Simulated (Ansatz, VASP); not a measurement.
## W: VASP beside Ansatz

Contents of POSCAR:

```
W
1.0
   -1.5848038465      1.5848038465      1.5848038465
    1.5848038465     -1.5848038465      1.5848038465
    1.5848038465      1.5848038465     -1.5848038465
W
1
Direct
    0.0000000000      0.0000000000      0.0000000000
```

File INCAR.step1:

```
PREC     = Accurate       # precision mode
ENCUT    = 520            # plane-wave cutoff, eV
ISMEAR   = 1              # smearing method
SIGMA    = 0.1            # smearing width, eV
LREAL    = F              # projectors in reciprocal space
LASPH    = T              # aspherical terms in the spheres
NELM     = 100            # most SCF steps
NBANDS   = 13             # bands
GGA      = PE             # functional
ALGO     = Normal         # electronic algorithm
EDIFF    = 1E-4           # SCF threshold, eV
LWAVE    = T              # write WAVECAR
LCHARG   = F              # write CHGCAR
```

File INCAR.step2:

```
PREC     = Accurate       # precision mode
ENCUT    = 520            # plane-wave cutoff, eV
EDIFF    = 1E-7           # SCF threshold, eV
ISMEAR   = 1              # smearing method
SIGMA    = 0.1            # smearing width, eV
LREAL    = F              # projectors in reciprocal space
LASPH    = T              # aspherical terms in the spheres
NELM     = 100            # most SCF steps
ALGO     = Normal         # electronic algorithm
ISIF     = 2              # what is computed and relaxed
LWAVE    = F              # write WAVECAR
LCHARG   = T              # write CHGCAR
METAGGA  = R2SCAN         # meta-GGA
LMIXTAU  = T            
LELF     = T              # ELF
LVHAR    = T            
NBANDS   = 13             # bands
ISTART   = 1
```

KPOINTS

```
Automatic mesh
0
Gamma
  14 14 14
```

Input for Ansatz:

```yaml
crystal:
  lattice:
    - [-1.5848038465, 1.5848038465, 1.5848038465]
    - [1.5848038465, -1.5848038465, 1.5848038465]
    - [1.5848038465, 1.5848038465, -1.5848038465]
  atoms:
    - { symbol: W, position: [0.0, 0.0, 0.0] }
hamiltonian:
  xc: r2scan
  pseudopotentials:
    kind: paw
    azcp:
      W: "pseudopotentials/W.paw.azcp"
basis:
  ecutwfc: 500
  fft_grid_basis: typed
kpoints:
  mp_grid: { grid: [14, 14, 14], shift: [0, 0, 0] }
magnetization:
  spin_polarized: false
scf:
  occupations: { method: methfessel_paxton, width: 0.1 }
  lower_state_search: "off"
output:
  stress: true
  write_density: true
  write_potential: true
  elf: true
  volumetric_format: npy
```

Alike in both runs: task single point; functional r2SCAN; k mesh 14 × 14 × 14; occupations methfessel-paxton of order 1, width 0.1 eV; no spin polarisation.

|  | VASP | Ansatz |
| --- | --- | --- |
| version | VASP 6.6.1 | Ansatz 0.2.0 |
| potentials or method | VASP PAW PBE potentials, release 64 (W_sv), cutoff 520 eV | plane waves (500 eV) with PAW, scalar-relativistic |
| valence electrons in the cell | 14 | 14 |

|  | VASP | Ansatz | Ansatz less VASP |
| --- | --- | --- | --- |
| pressure (GPa) | 1.4 | 0.2 | -1.19 |

VASP's potentials were made for PBE, not for r2SCAN.

Spin-orbit coupling is off throughout.
